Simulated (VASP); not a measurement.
A run of VASP 6.6.1:

Contents of INCAR:

```
SYSTEM = K
PREC = Accurate ; ENCUT = 520
EDIFF = 1E-7 ; ISMEAR = 0
SIGMA = 0.05 ; LREAL = .FALSE.
LASPH = .TRUE. ; NELM = 80
ALGO = Normal ; ISIF = 2
LWAVE = .FALSE. ; LCHARG = .FALSE.
GGA = PS ; NBANDS = 16
```

The input KPOINTS:

```
Automatic mesh
0
G
  12 12 12
  0 0 0
```

The input POSCAR:

```
K
1.0
   -2.2081090500      2.2081090500      8.0458679500
    2.2081090500     -2.2081090500      8.0458679500
    2.2081090500      2.2081090500     -8.0458679500
K
2
Direct
    0.2500000000      0.7500000000      0.5000000000
    0.5000000000      0.5000000000      0.0000000000
```

Potentials or basis: VASP PAW PBE potentials, release 64 (K_sv).

Run with:

```sh
$ cat potpaw_PBE.64/K_sv/POTCAR > POTCAR
$ mpirun -np 1 vasp_std > vasp.out
```

Hardware: 1 thread of Intel(R) Xeon(R) Platinum 8259CL CPU @ 2.50GHz (Skylake/Cascade Lake) (shared host).

**Question.** How long does it take, and how much memory?

**Answer.** It took 13 min on 1 thread of Intel(R) Xeon(R) Platinum 8259CL CPU @ 2.50GHz (Skylake/Cascade Lake), with other jobs on the host, peak memory 0.76 GiB. Counts: scf iterations 13, k points 163.
